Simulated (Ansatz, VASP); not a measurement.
**Cd3Se: VASP beside Ansatz**

```
CELL_PARAMETERS angstrom
-1.99929 1.99929 5.96282
1.99929 -1.99929 5.96282
1.99929 1.99929 -5.96282
ATOMIC_POSITIONS crystal
Cd 0.50000 0.50000 0.00000
Cd 0.25000 0.75000 0.50000
Cd 0.75000 0.25000 0.50000
Se 0.00000 0.00000 0.00000
```

Alike in both runs: task single point; functional LDA; k mesh 9 × 9 × 9; occupations fermi-dirac, width 0.05 eV; no spin polarisation.

|  | VASP | Ansatz |
| --- | --- | --- |
| version | VASP 6.6.1 | Ansatz 0.2.0 |
| potentials or method | VASP PAW LDA potentials, release 64 (Cd, Se) | Ansatz PAW |
| plane-wave cutoff (eV) | 520 | 420 |
| valence electrons in the cell | 42 | 76 |

VASP gave:

```
gap on the k mesh at the Fermi level (eV)                     : none
pressure (GPa)                                                : -3.2
traceless stress, the component that is largest in VASP (GPa) : 1.25
```

Task: What did Ansatz give for the same quantities?

Result: gap on the k mesh at the Fermi level (eV): none; pressure (GPa): -3.6; traceless stress, the component that is largest in VASP (GPa): 1.52.

LDA's correlation is that of Perdew and Zunger in VASP and of Perdew and Wang (1992) in Ansatz. A gap of «none» marks a metal or a gap that the smearing closes. VASP's potentials hold 42 valence electrons a cell and Ansatz's 76, so a difference there can come from the potentials and not from the codes.
